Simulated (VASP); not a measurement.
# Ir (I4/mmm) in VASP: notebook, part 2 of 2

VASP 6.6.1.

**3. Single point, PBEsol (biaxial strain in the a-b plane: +3.0 %)**

INCAR reads:

```
SYSTEM = Ir
ALGO = Fast
EDIFF = 1E-6
ENCUT = 520
GGA = PS
ISIF = 2
ISMEAR = 0
LASPH = .TRUE.
LCHARG = .FALSE.
LREAL = .FALSE.
LWAVE = .FALSE.
NBANDS = 16
NELM = 80
PREC = Accurate
SIGMA = 0.1
```

KPOINTS reads:

```
k-points
0
G
  20 20 14
  0 0 0
```

POSCAR reads:

```
Ir
1.0
    1.9725235006      1.9725235006      0.0000000000
   -1.9725235006      1.9725235006      0.0000000000
    0.0000000000      0.0000000000      3.7612001507
Ir
2
Direct
    0.0000000000      0.0000000000      0.0000000000
    0.5000000000      0.5000000000      0.5000000000
```

Potentials or basis: VASP PAW PBE potentials, release 64 (Ir).

On the command line:

```
$ cat potpaw_PBE.64/Ir/POTCAR > POTCAR
$ mpirun -np 1 vasp_std > vasp.out
```

OUTCAR:

```text
SYSTEM = Ir
   EDIFF = 1E-6
   ENCUT = 520
   GGA = PS
   ISIF = 2
   ISMEAR = 0
   LASPH = .TRUE.
   LREAL = .FALSE.
   NELM = 80
   PREC = Accurate

 ion  position               nearest neighbor table
   1  0.000  0.000  0.000-   2 2.73   2 2.73   2 2.73   2 2.73   2 2.73   2 2.73   2 2.73   2 2.73

   2  0.500  0.500  0.500-   1 2.73   1 2.73   1 2.73   1 2.73   1 2.73   1 2.73   1 2.73   1 2.73

  LATTYP: Found a simple tetragonal cell.
 ALAT       =     2.7895694866
 C/A-ratio  =     1.3483084643

  Lattice vectors:

 A1 = (   1.9725235006,   1.9725235006,   0.0000000000)
 A2 = (  -1.9725235006,   1.9725235006,   0.0000000000)
 A3 = (   0.0000000000,   0.0000000000,   3.7612001507)

Analysis of symmetry for initial positions (statically):
=====================================================================
 Subroutine PRICEL returns following result:

  LATTYP: Found a body centered tetragonal cell.
 ALAT       =     2.7895694866
 C/A-ratio  =     1.3483084643

  Lattice vectors:

 A1 = (   0.0000000000,  -1.9725235006,  -1.8806000753)
 A2 = (   0.0000000000,   1.9725235006,  -1.8806000754)
 A3 = (   1.9725235006,   0.0000000000,   1.8806000753)

   2 primitive cells build up your supercell.

 Routine SETGRP: Setting up the symmetry group for a
 simple tetragonal supercell.

 Subroutine GETGRP returns: Found 16 space group operations
 (whereof 16 operations were pure point group operations)
 out of a pool of 16 trial point group operations.

The static configuration has the point symmetry D_4h.

Analysis of symmetry for dynamics (positions and initial velocities):
=====================================================================
 Subroutine PRICEL returns following result:

  LATTYP: Found a body centered tetragonal cell.
 ALAT       =     2.7895694866
 C/A-ratio  =     1.3483084643

  Lattice vectors:

[... 128 lines left out ...]
   IALGO  =     68    algorithm
   IMIX   =      4    mixing-type and parameters
     AMIX     =   0.40;   BMIX     =  1.00
     AMIX_MAG =   1.60;   BMIX_MAG =  1.00
  volume/ion in A,a.u.               =      14.63        98.76
  Fermi-wavevector in a.u.,A,eV,Ry     =   1.392191  2.630859 26.370743  1.938195
  Thomas-Fermi vector in A             =   2.515957
   LORBIT       =      0    0 simple, 1 ext, 2 COOP (PROOUT), +10 PAW based schemes
   GGA     = PS    functional components
   LHFCALC =     F    Hartree Fock is set to
   AEXX    =    0.0000 exact exchange contribution
   IVDW    =     0    specifies the selected vdW correction
   LEPSILON=     F    determine dielectric tensor
   LRPA    =     F    only Hartree local field effects (RPA)
 non-spin polarized calculation
 RMM-DIIS sequential band-by-band and
 Gauss-broadening in eV      SIGMA  =   0.10
  energy-cutoff  :      520.00
  volume of cell :       29.27
 maximum number of plane-waves:       812
 NGX is ok and might be reduce to    24
   NGX = 11   NGY = 11   NGZ = 13

 number of electron      18.0000002 magnetization

 Free energy of the ion-electron system (eV)
  ---------------------------------------------------
  ext. energy  EPLUGINS =         0.00000000
  ---------------------------------------------------
  free energy    TOTEN  =       -19.55006712 eV

  energy without entropy =      -19.54041911  energy(sigma->0) =      -19.54524311

 E-fermi :   9.6442     XC(G=0): -13.9030

 val. band max:        9.6420266727   @ k =   0.4000   0.0500   0.2857
 cond. band min:       9.6452377276   @ k =   0.1000   0.0500   0.5000
 fundamental gap:      0.0032110549
 Fermi energy:         9.6442215967

 k-point     1 :       0.0000    0.0000    0.0000
  band No.  band energies     occupation
      1      -1.1599      2.00000
      2       2.1585      2.00000
      3       2.6270      2.00000
      4       5.7848      2.00000
      5       5.7848      2.00000
      6       6.3590      2.00000
[... 433 lines left out ...]
      3       3.5650      2.00000
      4       5.0308      2.00000
      5       6.5558      2.00000
      6       6.8641      2.00000
[... 8 lines left out ...]
     15      22.9690      0.00000
     16      26.2377      0.00000

 [... further k-points ...]

------------------------ aborting loop because EDIFF is reached ----------------------------------------

  FORCE on cell =-STRESS in cart. coord.  units (eV):
  Direction    XX          YY          ZZ          XY          YZ          ZX
  --------------------------------------------------------------------------------------
  -------------------------------------------------------------------------------------
  Total       -3.3608665     -3.3608665     -0.4258252      0.0000000      0.0000000      0.0000000
  in kB     -183.9759398   -183.9759398    -23.3099380      0.0000000      0.0000000      0.0000000
  external PRESSURE =    -130.4206058 kB  Pullay stress =       0.0000000 kB

 VOLUME and BASIS-vectors are now :
 -----------------------------------------------------------------------------
  energy-cutoff  :      520.00
  volume of cell :       29.27
      direct lattice vectors                 reciprocal lattice vectors
     1.972523501  1.972523501  0.000000000     0.253482405  0.253482405  0.000000000
    -1.972523501  1.972523501  0.000000000    -0.253482405  0.253482405  0.000000000
     0.000000000  0.000000000  3.761200151     0.000000000  0.000000000  0.265872583

 POSITION                                       TOTAL-FORCE (eV/Angst)
 -----------------------------------------------------------------------------------
      0.00000      0.00000      0.00000         0.000000     -0.000000      0.000000
      0.00000      1.97252      1.88060        -0.000000      0.000000     -0.000000
 -----------------------------------------------------------------------------------
    total drift:                               -0.000000      0.000000     -0.000000

  FREE ENERGIE OF THE ION-ELECTRON SYSTEM (eV)
  ---------------------------------------------------
  free  energy   TOTEN  =       -19.5500671175 eV

  energy  without entropy=      -19.5404191091  energy(sigma->0) =      -19.54524311
```

Run time: 83 s. Hardware: 1 thread of Intel Xeon 6975P-C (Granite Rapids), shared host; peak memory 0.32 GiB.

Results:

| Item | Value |
| --- | --- |
| Free energy | -19.5501 eV |
| Pressure | -13.0 GPa |
| Band gap on the k mesh | zero (bands 9 and 10 overlap by 3.53 eV) |

Levels at points of the mesh, in eV from the Fermi level:
| k point | band 5 | band 6 | band 7 | band 8 | band 9 | band 10 | band 11 | band 12 | band 13 | band 14 |
| --- | --- | --- | --- | --- | --- | --- | --- | --- | --- | --- |
| (0.00, 0.00, 0.00) | -3.86 | -3.29 | -1.51 | -0.75 | 0.81 | 1.44 | 1.44 | 2.36 | 10.87 | 10.95 |
| (0.50, 0.00, 0.00) | -4.33 | -4.33 | -2.39 | -2.39 | -1.42 | -1.42 | 2.39 | 2.39 | 12.01 | 12.01 |
| (0.50, 0.50, 0.00) | 0.83 | 0.83 | 1.10 | 1.10 | 1.36 | 1.36 | 1.66 | 1.66 | 9.62 | 9.62 |
| (0.00, 0.00, 0.50) | -2.52 | -2.52 | -1.94 | -1.94 | -1.94 | -1.94 | -0.44 | -0.44 | 17.54 | 17.54 |
| (0.50, 0.00, 0.50) | -3.44 | -3.44 | -0.70 | -0.70 | 0.69 | 0.69 | 1.04 | 1.04 | 6.93 | 6.93 |
| (0.50, 0.50, 0.50) | -4.66 | -4.66 | -1.53 | -1.53 | 1.11 | 1.11 | 7.31 | 7.31 | 8.95 | 8.95 |

Caveat: the cell differs from its parent crystal (biaxial strain in the a-b plane: +3.0 %); the cell stands under tension; the PAW data sets were made with another functional, which shifts forces and pressure a little; spin-orbit coupling is left out, which moves the levels of the heavy elements.
